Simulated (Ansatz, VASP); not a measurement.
One calculation of HfAl2N3, two programs

Contents of INCAR:

```
PREC = Accurate ; ENCUT = 520
EDIFF = 1E-6 ; ISMEAR = 0
SIGMA = 0.1 ; LREAL = False
LASPH = True ; NELM = 100
ALGO = Normal ; ISIF = 2
LWAVE = False ; LCHARG = True
GGA = PE ; LELF = True
LVHAR = True ; NBANDS = 43
```

Contents of KPOINTS:

```
regular mesh
0
Gamma
  6 6 1
```

The input POSCAR:

```
HfAl2N3
1.0
    3.3141585900      0.0000000000      0.0000000000
   -1.6570792900      2.8701455300      0.0000000000
    0.0000000000      0.0000000000     17.1849591200
Hf Al N
2 4 6
Direct
    0.6666666700      0.3333333300      0.2500000000
    0.3333333300      0.6666666700      0.7500000000
    0.6666666700      0.3333333300      0.5833333300
    0.6666666700      0.3333333300      0.9166666700
    0.3333333300      0.6666666700      0.0833333300
    0.3333333300      0.6666666700      0.4166666700
    0.0000000000      0.0000000000      0.0000000000
    0.0000000000      0.0000000000      0.3333333300
    0.0000000000      0.0000000000      0.6666666700
    0.0000000000      0.0000000000      0.1666666700
    0.0000000000      0.0000000000      0.5000000000
    0.0000000000      0.0000000000      0.8333333300
```

Input for Ansatz:

```yaml
crystal:
  lattice:
    - [3.31415859, 0.0, 0.0]
    - [-1.65707929, 2.87014553, 0.0]
    - [0.0, 0.0, 17.18495912]
  atoms:
    - { symbol: Hf, position: [0.66666667, 0.33333333, 0.25] }
    - { symbol: Hf, position: [0.33333333, 0.66666667, 0.75] }
    - { symbol: Al, position: [0.66666667, 0.33333333, 0.58333333] }
    - { symbol: Al, position: [0.66666667, 0.33333333, 0.91666667] }
    - { symbol: Al, position: [0.33333333, 0.66666667, 0.08333333] }
    - { symbol: Al, position: [0.33333333, 0.66666667, 0.41666667] }
    - { symbol: "N", position: [0.0, 0.0, 0.0] }
    - { symbol: "N", position: [0.0, 0.0, 0.33333333] }
    - { symbol: "N", position: [0.0, 0.0, 0.66666667] }
    - { symbol: "N", position: [0.0, 0.0, 0.16666667] }
    - { symbol: "N", position: [0.0, 0.0, 0.5] }
    - { symbol: "N", position: [0.0, 0.0, 0.83333333] }
basis:
  ecutwfc: 420
kpoints:
  mp_grid: { grid: [6, 6, 1] }
hamiltonian:
  xc: pbe
scf:
  occupations: { method: gaussian, width: 0.1 }
  lower_state_search: "off"
output:
  forces: true
  stress: true
  eigenvalues: true
```

Alike in both runs: task single point; functional PBE; k mesh 6 × 6 × 1; occupations gaussian, width 0.1 eV; no spin polarisation.

|  | VASP | Ansatz |
| --- | --- | --- |
| version | VASP 6.6.1 | Ansatz 0.2.0 |
| potentials or method | VASP PAW PBE potentials, release 64 (Hf_pv, Al, N), cutoff 520 eV | scalar-relativistic, plane waves, PAW |
| valence electrons in the cell | 62 | 94 |

```tsv
	VASP	Ansatz	Ansatz less VASP
gap on the k mesh at the Fermi level (eV)	none	none	-
rms of the force components (eV/Å)	0.175	0.184	+0.0099
```

Atom by atom the forces differ by 0.026 eV/Å (rms over components). A gap of «none» marks a metal or a gap that the smearing closes. The functional is the same, so the differences come from potentials, cutoffs and numerics. VASP's potentials hold 62 valence electrons a cell and Ansatz's 94, so a difference there can come from the potentials and not from the codes.

The k mesh is coarse, so the values compare programs but aren't converged. Neither program's run includes spin-orbit coupling.
